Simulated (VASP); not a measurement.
# Fe (Im-3m) in VASP: further runs

Fe is run at these levels: PBE+U; tasks: single point.

Everything below comes from runs of VASP 6.6.1. Logs are shortened: lines on timing, memory, paths and dates and some standing lists are left out, and cuts for length are marked.

### 1 The cell of the first run

It takes space group Im-3m (No. 229, cubic). The conventional cell has a = 2.871 Å, b = 2.871 Å, c = 2.871 Å, α = 90.00°, β = 90.00°, γ = 90.00°. Fe (site symmetry m-3m) has 14 Fe at 2.49 to 2.87 Å within 3.3 Å.

### 2 Single point, PBE+U, collinear spin, ferromagnetic start

The input, INCAR:

```
SYSTEM = Fe
PREC = Accurate
ENCUT = 520
EDIFF = 1E-6
ISMEAR = -1
SIGMA = 0.1
LREAL = .False.
LASPH = .True.
NELM = 150
ALGO = Normal
ISIF = 2
LWAVE = .False.
LCHARG = .False.
ISPIN = 2
MAGMOM = 4 4
LORBIT = 11
LMAXMIX = 4
LDAU = .True.
LDAUTYPE = 2
LDAUL = 2
LDAUU = 4
LDAUJ = 0
LDAUPRINT = 1
GGA = PE
ISYM = 0
NBANDS = 19
```

The input, KPOINTS:

```
regular mesh
0
Gamma
  12 11 6
  0 0 0
```

The input, POSCAR:

```
Fe
1.0
    1.4357100000     -1.4357100000     -1.4357100000
   -2.8714200000      0.0000000000      0.0000000000
    0.0000000000      2.8714200000     -2.8714200000
Fe
2
Direct
    0.0000000000      0.0000000000      0.0000000000
    0.0000000000      0.5000000000      0.5000000000
```

Potentials or basis: VASP PAW PBE potentials, release 64 (Fe).

Run with:

```console
cat potpaw_PBE.64/Fe/POTCAR > POTCAR
mpirun -np 1 vasp_std > vasp.out
```

OUTCAR:

```text
SYSTEM = Fe
   PREC = Accurate
   ENCUT = 520
   EDIFF = 1E-6
   ISMEAR = -1
   LREAL = .False.
   LASPH = .True.
   NELM = 150
   ISIF = 2
   ISPIN = 2
   LORBIT = 11
   GGA = PE
   ISYM = 0

 ion  position               nearest neighbor table
   1  0.000  0.000  0.000-   2 2.49   2 2.49   2 2.49   2 2.49   2 2.87   2 2.87   2 2.87   2 2.87

   2  0.000  0.500  0.500-   1 2.49   1 2.49   1 2.49   1 2.49   1 2.87   1 2.87   1 2.87   1 2.87

IMPORTANT INFORMATION: All symmetrisations will be switched off!
NOSYMM: (Re-)initialisation of all symmetry stuff for point group C_1.

----------------------------------------------------------------------------------------

                                     Primitive cell

  volume of cell :      23.6750

  direct lattice vectors                    reciprocal lattice vectors
     1.435710000 -1.435710000 -1.435710000     0.000000000 -0.348259746 -0.348259746
    -2.871420000  0.000000000  0.000000000    -0.348259746 -0.174129873 -0.174129873
     0.000000000  2.871420000 -2.871420000     0.000000000  0.174129873 -0.174129873

  length of vectors
     2.486722665  2.871420000  4.060801107     0.492513656  0.426529338  0.246256828

  position of ions in fractional coordinates (direct lattice)
     0.000000000  0.000000000  0.000000000
     0.000000000  0.500000000  0.500000000

  ion indices of the primitive-cell ions
   primitive index   ion index
                 1           1
                 2           2

----------------------------------------------------------------------------------------

 KPOINTS: regular mesh

Automatic generation of k-mesh.
 Grid dimensions read from file:
 generate k-points for:   12   11    6

 Generating k-lattice:

  Cartesian coordinates                     Fractional coordinates (reciprocal lattice)
     0.000000000 -0.029021646 -0.029021646     0.083333333  0.000000000  0.000000000
    -0.031659977 -0.015829988 -0.015829988     0.000000000  0.090909091  0.000000000
     0.000000000  0.029021646 -0.029021646     0.000000000  0.000000000  0.166666667

  Length of vectors
     0.041042805  0.038775394  0.041042805

  Shift w.r.t. Gamma in fractional coordinates (k-lattice)
     0.000000000  0.000000000  0.000000000

 -----------------------------------------------------------------------------
|                                                                             |
|           W    W    AA    RRRRR   N    N  II  N    N   GGGG   !!!           |
|           W    W   A  A   R    R  NN   N  II  NN   N  G    G  !!!           |
|           W    W  A    A  R    R  N N  N  II  N N  N  G       !!!           |
|           W WW W  AAAAAA  RRRRR   N  N N  II  N  N N  G  GGG   !            |
|           WW  WW  A    A  R   R   N   NN  II  N   NN  G    G                |
|           W    W  A    A  R    R  N    N  II  N    N   GGGG   !!!           |
|                                                                             |
|     Your reciprocal lattice and k-lattice belong to different lattice       |
|     classes:                                                                |
|                                                                             |
|        The reciprocal lattice is base centered orthorhombic,                |
|        whereas your k-lattice is simple monoclinic.                         |
|                                                                             |
[... 112 lines left out ...]
  0.3923  0.0098  0.0043 -0.0052  0.0001
  0.0098  0.3870  0.0011  0.0094 -0.0019
  0.0043  0.0011  0.2050 -0.0024 -0.0001
 -0.0052  0.0094 -0.0024  0.3923 -0.0038
  0.0001 -0.0019 -0.0001 -0.0038  0.2051

 occupancies and eigenvectors

  o =  0.2048  v =  0.0000  0.0000  0.0000  0.0000  0.0000 -0.0194  0.0002  0.8552  0.0207  0.5176      0.0000  0.0000  0.0000  0.0000  0.0000  0.0000  0.0000  0.0000  0.0000  0.0000
  o =  0.2050  v =  0.0000  0.0000  0.0000  0.0000  0.0000  0.0111  0.0111 -0.5177  0.0106  0.8554      0.0000  0.0000  0.0000  0.0000  0.0000  0.0000  0.0000  0.0000  0.0000  0.0000
  o =  0.3734  v =  0.0000  0.0000  0.0000  0.0000  0.0000  0.5050 -0.7083  0.0013  0.4933 -0.0027      0.0000  0.0000  0.0000  0.0000  0.0000  0.0000  0.0000  0.0000  0.0000  0.0000
  o =  0.3977  v =  0.0000  0.0000  0.0000  0.0000  0.0000 -0.6610  0.0498 -0.0236  0.7482 -0.0157      0.0000  0.0000  0.0000  0.0000  0.0000  0.0000  0.0000  0.0000  0.0000  0.0000
  o =  0.4007  v =  0.0000  0.0000  0.0000  0.0000  0.0000  0.5546  0.7041  0.0109  0.4431 -0.0152      0.0000  0.0000  0.0000  0.0000  0.0000  0.0000  0.0000  0.0000  0.0000  0.0000
  o =  0.9280  v =  0.4707 -0.7455 -0.0093  0.4716  0.0159  0.0000  0.0000  0.0000  0.0000  0.0000      0.0000  0.0000  0.0000  0.0000  0.0000  0.0000  0.0000  0.0000  0.0000  0.0000
  o =  0.9283  v =  0.7126  0.0062 -0.0069 -0.7015 -0.0043  0.0000  0.0000  0.0000  0.0000  0.0000      0.0000  0.0000  0.0000  0.0000  0.0000  0.0000  0.0000  0.0000  0.0000  0.0000
  o =  0.9305  v =  0.5200  0.6650  0.0233  0.5341 -0.0405  0.0000  0.0000  0.0000  0.0000  0.0000      0.0000  0.0000  0.0000  0.0000  0.0000  0.0000  0.0000  0.0000  0.0000  0.0000
  o =  0.9393  v = -0.0158 -0.0449  0.4999 -0.0161 -0.8646  0.0000  0.0000  0.0000  0.0000  0.0000      0.0000  0.0000  0.0000  0.0000  0.0000  0.0000  0.0000  0.0000  0.0000  0.0000
  o =  0.9394  v =  0.0059  0.0001  0.8657 -0.0056  0.5005  0.0000  0.0000  0.0000  0.0000  0.0000      0.0000  0.0000  0.0000  0.0000  0.0000  0.0000  0.0000  0.0000  0.0000  0.0000

atom =   2  type =  1  l = 2

 onsite density matrix

spin component  1

  0.9288  0.0009 -0.0000  0.0005  0.0001
  0.0009  0.9291 -0.0002  0.0009  0.0004
 -0.0000 -0.0002  0.9394 -0.0001  0.0001
  0.0005  0.0009 -0.0001  0.9289  0.0001
  0.0001  0.0004  0.0001  0.0001  0.9393

spin component  2

  0.3923  0.0098  0.0043 -0.0053  0.0001
  0.0098  0.3871  0.0011  0.0094 -0.0019
  0.0043  0.0011  0.2050 -0.0024 -0.0001
 -0.0053  0.0094 -0.0024  0.3923 -0.0038
  0.0001 -0.0019 -0.0001 -0.0038  0.2051

 occupancies and eigenvectors

  o =  0.2047  v =  0.0000  0.0000  0.0000  0.0000  0.0000 -0.0194  0.0002  0.8573  0.0206  0.5140      0.0000  0.0000  0.0000  0.0000  0.0000  0.0000  0.0000  0.0000  0.0000  0.0000
  o =  0.2050  v =  0.0000  0.0000  0.0000  0.0000  0.0000  0.0110  0.0112 -0.5141  0.0107  0.8575      0.0000  0.0000  0.0000  0.0000  0.0000  0.0000  0.0000  0.0000  0.0000  0.0000
  o =  0.3734  v =  0.0000  0.0000  0.0000  0.0000  0.0000  0.5067 -0.7059  0.0013  0.4949 -0.0027      0.0000  0.0000  0.0000  0.0000  0.0000  0.0000  0.0000  0.0000  0.0000  0.0000
  o =  0.3977  v =  0.0000  0.0000  0.0000  0.0000  0.0000 -0.6610  0.0500 -0.0236  0.7481 -0.0157      0.0000  0.0000  0.0000  0.0000  0.0000  0.0000  0.0000  0.0000  0.0000  0.0000
  o =  0.4007  v =  0.0000  0.0000  0.0000  0.0000  0.0000  0.5529  0.7065  0.0109  0.4414 -0.0152      0.0000  0.0000  0.0000  0.0000  0.0000  0.0000  0.0000  0.0000  0.0000  0.0000
  o =  0.9280  v =  0.4678 -0.7472 -0.0093  0.4718  0.0160  0.0000  0.0000  0.0000  0.0000  0.0000      0.0000  0.0000  0.0000  0.0000  0.0000  0.0000  0.0000  0.0000  0.0000  0.0000
  o =  0.9283  v =  0.7135  0.0044 -0.0068 -0.7005 -0.0042  0.0000  0.0000  0.0000  0.0000  0.0000      0.0000  0.0000  0.0000  0.0000  0.0000  0.0000  0.0000  0.0000  0.0000  0.0000
  o =  0.9305  v =  0.5213  0.6631  0.0233  0.5351 -0.0405  0.0000  0.0000  0.0000  0.0000  0.0000      0.0000  0.0000  0.0000  0.0000  0.0000  0.0000  0.0000  0.0000  0.0000  0.0000
  o =  0.9393  v = -0.0159 -0.0449  0.5000 -0.0161 -0.8646  0.0000  0.0000  0.0000  0.0000  0.0000      0.0000  0.0000  0.0000  0.0000  0.0000  0.0000  0.0000  0.0000  0.0000  0.0000
  o =  0.9394  v =  0.0058  0.0001  0.8657 -0.0055  0.5006  0.0000  0.0000  0.0000  0.0000  0.0000      0.0000  0.0000  0.0000  0.0000  0.0000  0.0000  0.0000  0.0000  0.0000  0.0000

 number of electron      15.9999994 magnetization       5.6741321

 Free energy of the ion-electron system (eV)
  ---------------------------------------------------
  ext. energy  EPLUGINS =         0.00000000
  ---------------------------------------------------
  free energy    TOTEN  =       -10.44626962 eV

  energy without entropy =      -10.37934355  energy(sigma->0) =      -10.41280658

 E-fermi :   5.7387     XC(G=0): -12.8353

 val. band max:        5.7384026706   @ k =   0.0000   0.1818   0.3333
 cond. band min:       5.7389311668   @ k =   0.2500   0.0000   0.0000
 fundamental gap:      0.0005284962
 Fermi energy:         5.7386616818

 spin component 1

 k-point     1 :       0.0000    0.0000    0.0000
  band No.  band energies     occupation
      1      -2.6993      1.00000
      2      -0.7146      1.00000
      3       0.3474      1.00000
      4       1.2929      1.00000
      5       1.3242      1.00000
      6       1.3292      1.00000
[... 1049 lines left out ...]
     18      23.7429      0.00000
     19      24.6892      0.00000

 [... further k-points ...]

------------------------ aborting loop because EDIFF is reached ----------------------------------------

  FORCE on cell =-STRESS in cart. coord.  units (eV):
  Direction    XX          YY          ZZ          XY          YZ          ZX
  --------------------------------------------------------------------------------------
  -------------------------------------------------------------------------------------
  Total        1.7614686      1.7322201      1.7323433     -0.0546548      0.0459990     -0.0598115
  in kB      119.2052360    117.2258792    117.2342160     -3.6986947      3.1129244     -4.0476671
  external PRESSURE =     117.8884437 kB  Pullay stress =       0.0000000 kB

 VOLUME and BASIS-vectors are now :
 -----------------------------------------------------------------------------
  energy-cutoff  :      520.00
  volume of cell :       23.68
      direct lattice vectors                 reciprocal lattice vectors
     1.435710000 -1.435710000 -1.435710000     0.000000000 -0.348259746 -0.348259746
    -2.871420000  0.000000000  0.000000000    -0.348259746 -0.174129873 -0.174129873
     0.000000000  2.871420000 -2.871420000     0.000000000  0.174129873 -0.174129873

 POSITION                                       TOTAL-FORCE (eV/Angst)
 -----------------------------------------------------------------------------------
      0.00000      0.00000      0.00000        -0.000000      0.000000     -0.000000
     -1.43571      1.43571     -1.43571         0.000000     -0.000000      0.000000
 -----------------------------------------------------------------------------------
    total drift:                               -0.000000     -0.000000     -0.000000

  FREE ENERGIE OF THE ION-ELECTRON SYSTEM (eV)
  ---------------------------------------------------
  free  energy   TOTEN  =       -10.4462696183 eV

  energy  without entropy=      -10.3793435465  energy(sigma->0) =      -10.41280658

 total charge

# of ion       s       p       d       tot
------------------------------------------
    1        0.482   0.522   6.221   7.225
    2        0.482   0.522   6.221   7.225
--------------------------------------------------
tot          0.964   1.043  12.443  14.450

 magnetization (x)

# of ion       s       p       d       tot
------------------------------------------
    1       -0.026  -0.116   3.084   2.941
    2       -0.026  -0.116   3.084   2.941
--------------------------------------------------
tot         -0.053  -0.233   6.168   5.882
```

It took 17 min on 1 thread of Oxide Virtual Turin-like, shared host; peak memory 0.31 GiB.

What came out:

```
Free energy                                           : -10.4463 eV
Pressure                                              : 11.8 GPa
Net moment                                            : 5.67 μB per cell
Site moments                                          : Fe +2.94 μB
Valence electrons inside the program's atomic spheres : Fe 7.22
```

Stress tensor (GPa, compression positive):
```
11.92 -0.37 -0.40
-0.37 11.72  0.31
-0.40  0.31 11.72
```

Levels at points of the mesh, in eV from the Fermi level:
Spin up:
```csv
k point,band 7,band 8,band 9,band 10,band 11,band 12,band 13,band 14,band 15,band 16
"(0.00, 0.00, 0.00)",-3.25,-3.25,-3.19,-3.11,-1.93,0.32,5.78,17.81,19.24,20.32
"(0.50, 0.00, 0.00)",-2.21,-2.17,-2.17,-1.95,0.31,5.79,9.36,9.37,9.38,13.23
"(0.00, 0.00, 0.50)",-3.41,-3.41,-3.25,-3.25,-3.20,-3.20,14.19,14.19,20.34,20.34
"(0.50, 0.00, 0.50)",-3.37,-3.37,-2.07,-2.07,4.26,4.26,6.62,6.62,12.70,12.70
```
Spin down:
| k point | band 2 | band 3 | band 4 | band 5 | band 6 | band 7 | band 8 | band 9 |
| --- | --- | --- | --- | --- | --- | --- | --- | --- |
| (0.00, 0.00, 0.00) | -3.05 | -0.92 | 0.24 | 0.32 | 0.33 | 0.44 | 2.67 | 2.99 |
| (0.50, 0.00, 0.00) | -1.84 | -1.84 | -0.96 | 0.24 | 2.70 | 2.95 | 2.97 | 3.08 |
| (0.00, 0.00, 0.50) | -6.06 | -0.31 | -0.31 | 0.03 | 0.03 | 1.63 | 1.63 | 2.54 |
| (0.50, 0.00, 0.50) | -1.64 | -1.16 | -1.16 | 0.57 | 0.57 | 1.54 | 1.54 | 3.17 |

Eigenvalues of the final occupation matrices:
```
    site  spin  trace               eigenvalues
site 1 d     1   4.67  0.93 0.93 0.93 0.94 0.94
site 1 d     2   1.58  0.20 0.21 0.37 0.40 0.40
site 2 d     1   4.67  0.93 0.93 0.93 0.94 0.94
site 2 d     2   1.58  0.20 0.21 0.37 0.40 0.40
```

Caveat: the cell stands under pressure; the U is typed as a test and isn't derived for this compound.

### 3 Single point, PBE+U, collinear spin, ferromagnetic start

The input, INCAR:

```
SYSTEM = Fe
ALGO = Normal ; EDIFF = 1E-7
ENCUT = 520 ; GGA = PE
ISIF = 2 ; ISMEAR = -1
ISPIN = 2 ; ISYM = 0
LASPH = .True. ; LCHARG = .False.
LDAU = .True. ; LDAUJ = 0
LDAUL = 2 ; LDAUPRINT = 1
LDAUTYPE = 2 ; LDAUU = 4
LMAXMIX = 4 ; LORBIT = 11
LREAL = .False. ; LWAVE = .False.
MAGMOM = 3.15 3.15 ; NBANDS = 19
NELM = 150 ; PREC = Accurate
SIGMA = 0.1
```

The input, KPOINTS:

```
k-points
0
Gamma
  12 11 6
  0 0 0
```

POSCAR is that of step 2.

Potentials or basis: VASP PAW PBE potentials, release 64 (Fe).

Run with:

```console
cat potpaw_PBE.64/Fe/POTCAR > POTCAR
mpirun -np 1 vasp_std > vasp.out
```

Wall time 28 min (1 thread of Oxide Virtual Turin-like, shared host); peak memory 0.33 GiB.

Results (log left out):

```yaml
Free_energy: -10.4463 eV
Pressure: 11.9 GPa
Net_moment: 5.67 μB per cell
Site_moments: Fe +2.94 μB
Valence_electrons_inside_the_program's_atomic_spheres: Fe 7.22
```

Stress tensor (GPa, compression positive):
```
12.12 -0.42 -0.46
-0.42 11.87  0.31
-0.46  0.31 11.85
```

Levels at points of the mesh, in eV from the Fermi level:
Spin up:
```tsv
k point	band 9	band 10	band 11	band 12	band 13	band 14
(0.00, 0.00, 0.00)	-3.20	-3.11	-1.93	0.32	5.78	17.81
(0.50, 0.00, 0.00)	-2.17	-1.95	0.31	5.79	9.36	9.37
(0.00, 0.00, 0.50)	-3.25	-3.25	-3.20	-3.20	14.19	14.19
(0.50, 0.00, 0.50)	-2.07	-2.07	4.26	4.26	6.62	6.62
```
Spin down:
```csv
k point,band 3,band 4,band 5,band 6,band 7,band 8
"(0.00, 0.00, 0.00)",-0.92,0.24,0.32,0.33,0.45,2.67
"(0.50, 0.00, 0.00)",-1.84,-0.97,0.24,2.70,2.95,2.96
"(0.00, 0.00, 0.50)",-0.31,-0.31,0.03,0.03,1.63,1.63
"(0.50, 0.00, 0.50)",-1.16,-1.16,0.57,0.57,1.54,1.54
```

Eigenvalues of the final occupation matrices:
```csv
site,spin,trace,eigenvalues
site 1 d,1,4.67,0.93 0.93 0.93 0.94 0.94
site 1 d,2,1.58,0.20 0.21 0.37 0.40 0.40
site 2 d,1,4.67,0.93 0.93 0.93 0.94 0.94
site 2 d,2,1.58,0.20 0.21 0.37 0.40 0.40
```

Caveat: the cell stands under pressure; the U is typed as a test and isn't derived for this compound. The state reached can hang on the start; a lower one may exist.
